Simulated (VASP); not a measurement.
Runs of VASP 6.6.1 on TaN. The structure is that of space group P6/mmm (No. 191), or close to it. The cells are those of the table. 

```csv
task,potentials or basis,cell,second run,gap on the mesh (eV),pressure (GPa)
single point,"VASP PAW PBE potentials, release 64 (Ta_pv, N)","a = 5.341, b = 5.341, c = 2.908 Å, angles 90.0, 90.0, 120.0°, 6 atoms",-,none,(a)
electric field gradients,"VASP PAW PBE potentials, release 64 (Ta_sv_GW, N)","a = 5.185, b = 5.185, c = 2.908 Å, angles 90.0, 90.0, 120.0°, 6 atoms",valence_matched,none,(b)
single point,"VASP PAW PBE potentials, release 64 (Ta_pv, N)","a = 5.185, b = 5.185, c = 2.966 Å, angles 90.0, 90.0, 120.0°, 6 atoms",-,none,3.1
single point,"VASP PAW PBE potentials, release 64 (Ta_pv, N)","a = 5.081, b = 5.081, c = 2.908 Å, angles 90.0, 90.0, 120.0°, 6 atoms",-,none,24.7
electric field gradients,"VASP PAW PBE potentials, release 64 (Ta_pv, N)","a = 5.185, b = 5.185, c = 2.908 Å, angles 90.0, 90.0, 120.0°, 6 atoms",-,none,11.2
```

Alike in all rows: level PBE; no spin polarisation; k mesh 5 × 5 × 8; cutoff (eV) 520; smearing fermi-dirac 0.03 eV.

Problem. Estimate the missing entries.

Solution. (a) -4.9; (b) 10.1.

Caveats: spin-orbit coupling is left out, which moves the levels of the heavy elements.

A k mesh can miss the band edges, and the runs leave out spin-orbit coupling on Ta.

A gap of «none» marks levels without a gap at the run's occupations.

The runs don't all hold the same shells in valence.
